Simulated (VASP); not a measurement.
Input of a VASP 6.6.1 run:

Contents of INCAR:

```
ALGO     = Normal         # electronic algorithm
EDIFF    = 1E-7           # SCF threshold, eV
EDIFFG   = -0.03          # ionic threshold
ENCUT    = 600            # plane-wave cutoff, eV
GGA      = PS             # functional
IBRION   = 2              # ionic algorithm
ISIF     = 3              # what is computed and relaxed
ISMEAR   = -1             # smearing method
LASPH    = T              # aspherical terms in the spheres
LCHARG   = F              # write CHGCAR
LREAL    = F              # projectors in reciprocal space
LWAVE    = F              # write WAVECAR
NELM     = 60             # most SCF steps
NSW      = 80             # ionic steps
PREC     = Accurate       # precision mode
SIGMA    = 0.05           # smearing width, eV
```

File KPOINTS:

```
k-points
0
Gamma
  4 4 5
```

File POSCAR:

```
LiMg3
1.0
    6.2710410000      0.0000000000      0.0000000000
   -3.1355210000      5.4308810000      0.0000000000
    0.0000000000      0.0000000000      5.0649470000
Li Mg
2 6
Direct
    0.6666666667      0.3333333333      0.7500000000
    0.3333333333      0.6666666667      0.2500000000
    0.1673690000      0.3347370000      0.7500000000
    0.6652630000      0.8326310000      0.7500000000
    0.1673690000      0.8326310000      0.7500000000
    0.8326310000      0.1673690000      0.2500000000
    0.8326310000      0.6652630000      0.2500000000
    0.3347370000      0.1673690000      0.2500000000
```

Potentials or basis: VASP PAW PBE potentials, release 64 (Li_sv, Mg).

Launch:

```sh
$ cat potpaw_PBE.64/Li_sv/POTCAR potpaw_PBE.64/Mg/POTCAR > POTCAR
$ mpirun -np 1 vasp_std > vasp.out
```

Task: What does it give for the relaxed cell?

Result: a = 6.264 Å, b = 6.264 Å, c = 5.064 Å, α = 90.00°, β = 90.00°, γ = 120.00°.

Task: What does it give for the relaxed volume?

Result: 21.51 Å³/atom.

Final structure:
```
Li Mg
1.0
     6.26444    0.00000    0.00000
    -3.13222    5.42516    0.00000
     0.00000    0.00000    5.06406
Li Mg
2 6
Cartesian
  3.1322 1.8084 3.7980
  0.0000 3.6168 1.2660
  0.0000 1.8310 3.7980
  1.5465 4.5097 3.7980
  -1.5465 4.5097 3.7980
  4.6787 0.9155 1.2660
  3.1322 3.5942 1.2660
  1.5857 0.9155 1.2660
```

Caveat: the cutoff is under 1.25 times the usual one of these potentials, so pressure, stress and relaxed cells hold a basis-set (Pulay) error; the PAW data sets were made with another functional, which shifts forces and pressure a little.
